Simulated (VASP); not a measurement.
Set up this calculation in VASP 6.6.1, as the native input.

- Task: single point
- Functional: PBE
- Potentials or basis: VASP PAW PBE potentials, release 64 (Al)
- Cutoff: 520 eV
- k mesh: 16 × 16 × 16
- Occupations: fermi-dirac, width 0.05 eV
- Spin: no spin polarisation
- Dipole correction: no
- k mesh for the DOS: 24 × 24 × 24
- Occupations for the DOS: tetrahedron
- Further INCAR settings: ALGO = Normal; EDIFF = 1e-06

Al:

```
Al
1.0
    -2.64559    2.64559    1.37131
     2.64559   -2.64559    1.37131
     2.64559    2.64559   -1.37131
Al
2
Direct
  0.62500 0.87500 0.75000
  0.37500 0.12500 0.25000
```

These files were run (other wordings do the same):

POSCAR

```
Al
1.0
   -2.6455853965      2.6455853965      1.3713062696
    2.6455853965     -2.6455853965      1.3713062696
    2.6455853965      2.6455853965     -1.3713062696
Al
2
Direct
   -0.3750000000     -0.1250000000     -0.2500000000
    0.3750000000      0.1250000000      0.2500000000
```

INCAR.step1

```
SYSTEM = Al
PREC = Accurate ; ENCUT = 520
EDIFF = 1E-6 ; ISMEAR = -1
SIGMA = 0.05 ; LREAL = .False.
LASPH = .True. ; NELM = 100
ALGO = Normal ; ISIF = 2
LWAVE = .False. ; LCHARG = .True.
GGA = PE ; NBANDS = 10
```

KPOINTS.step1

```
Automatic mesh
0
Gamma
  16 16 16
  0 0 0
```

INCAR.step2

```
SYSTEM = Al
PREC = Accurate ; ENCUT = 520
EDIFF = 1E-6 ; ISMEAR = -5
SIGMA = 0.05 ; LREAL = .False.
LASPH = .True. ; NELM = 100
ALGO = Normal ; ISIF = 2
LWAVE = .False. ; LCHARG = .False.
GGA = PE ; LORBIT = 11
NEDOS = 2001 ; ICHARG = 11
```

KPOINTS.step2

```
Automatic mesh
0
Gamma
  24 24 24
  0 0 0
```

Potentials or basis: VASP PAW PBE potentials, release 64 (Al).

The run is started by

```bash
$ cat potpaw_PBE.64/Al/POTCAR > POTCAR
$ cp INCAR.step1 INCAR
$ cp KPOINTS.step1 KPOINTS
$ mpirun -np 1 vasp_std > vasp.out
$ cp INCAR.step2 INCAR
$ cp KPOINTS.step2 KPOINTS
$ mpirun -np 1 vasp_std > vasp.out
```

It gave:

- Valence electrons inside the program's atomic spheres: Al 0.78

It took 4.1 min on 1 thread of Intel(R) Xeon(R) Platinum 8259CL CPU @ 2.50GHz (Skylake/Cascade Lake) (shared host), peak memory 0.39 GiB.
